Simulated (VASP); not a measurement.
Runs of VASP 6.6.1 on HfN. The structure is that of space group I-4m2 (No. 119), or close to it. The cells are those of the table. 

| cell | gap on the mesh (eV) | pressure (GPa) |
| --- | --- | --- |
| a = 3.474, b = 3.474, c = 3.611 Å, angles 58.7, 58.7, 62.6°, 2 atoms | none | (a) |
| a = 3.403, b = 3.403, c = 3.472 Å, angles 59.3, 59.3, 61.3°, 2 atoms | none | 2.2 |
| a = 3.483, b = 3.483, c = 3.749 Å, angles 57.4, 57.4, 65.1°, 2 atoms | none | -18.3 |
| a = 3.336, b = 3.336, c = 3.194 Å, angles 61.4, 61.4, 57.2°, 2 atoms | none | (d) |
| a = 3.542, b = 3.542, c = 3.611 Å, angles 59.4, 59.4, 61.3°, 2 atoms | none | -18.2 |
| a = 3.483, b = 3.483, c = 3.194 Å, angles 62.7, 62.7, 54.6°, 2 atoms | none | 12.2 |
| a = 3.547, b = 3.547, c = 3.749 Å, angles 58.1, 58.1, 63.8°, 2 atoms | none | -22.8 |
| a = 3.264, b = 3.264, c = 3.333 Å, angles 59.3, 59.3, 61.4°, 2 atoms | none | 36.9 |
| a = 3.613, b = 3.613, c = 3.472 Å, angles 61.3, 61.3, 57.4°, 2 atoms | none | (c) |
| a = 3.409, b = 3.409, c = 3.611 Å, angles 58.0, 58.0, 64.0°, 2 atoms | none | -6.0 |
| a = 3.681, b = 3.681, c = 3.749 Å, angles 59.4, 59.4, 61.2°, 2 atoms | none | -29.3 |
| a = 3.613, b = 3.613, c = 3.749 Å, angles 58.7, 58.7, 62.5°, 2 atoms | none | (b) |

Alike in all rows: task single point; level PBEsol; potentials or basis VASP PAW PBE potentials, release 64 (Hf_pv, N); no spin polarisation; k mesh 16 × 16 × 16; cutoff (eV) 520; smearing gaussian 0.15 eV.

Fill in the values left out.

(a) -12.6; (b) -26.4; (c) -18.1; (d) 37.0.

Caveats: the PAW data sets were made with another functional, which shifts forces and pressure a little; spin-orbit coupling is left out, which moves the levels of the heavy elements.

A k mesh can miss the band edges, and the runs leave out spin-orbit coupling on Hf.

A gap of «none» marks levels without a gap at the run's occupations.
